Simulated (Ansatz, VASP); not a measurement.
P in VASP and in Ansatz

```
P
1.0
     4.27290    0.00000    0.18694
     0.00000    4.27290    0.00000
     0.19154    0.00000    4.37800
P
1
Direct
  0.00000 0.00000 0.00000
```

Change from the starting cell: strain +0.0875 x Voigt [0, 0, 0, 0, 1, 0], atoms carried along.

Alike in both runs: task single point; functional PBEsol; k mesh 12 × 12 × 12; occupations gaussian, width 0.15 eV; no spin polarisation.

|  | VASP | Ansatz |
| --- | --- | --- |
| version | VASP 6.6.1 | Ansatz 0.2.0 |
| potentials or method | VASP PAW PBE potentials, release 64 (P), cutoff 500 eV | scalar-relativistic, plane waves, PAW |
| valence electrons in the cell | 5 | 5 |

```tsv
	VASP	Ansatz	Ansatz less VASP
gap on the k mesh at the Fermi level (eV)	none	none	-
pressure (GPa)	-3.8	-3.8	+0.01
traceless stress, the component that is largest in VASP (GPa)	-0.33	-0.33	0.000
```

VASP's potentials were made for PBE, not for PBEsol. A gap of «none» marks a metal or a gap that the smearing closes. With one functional, cell and mesh, what is left measures potentials, basis and numerics.
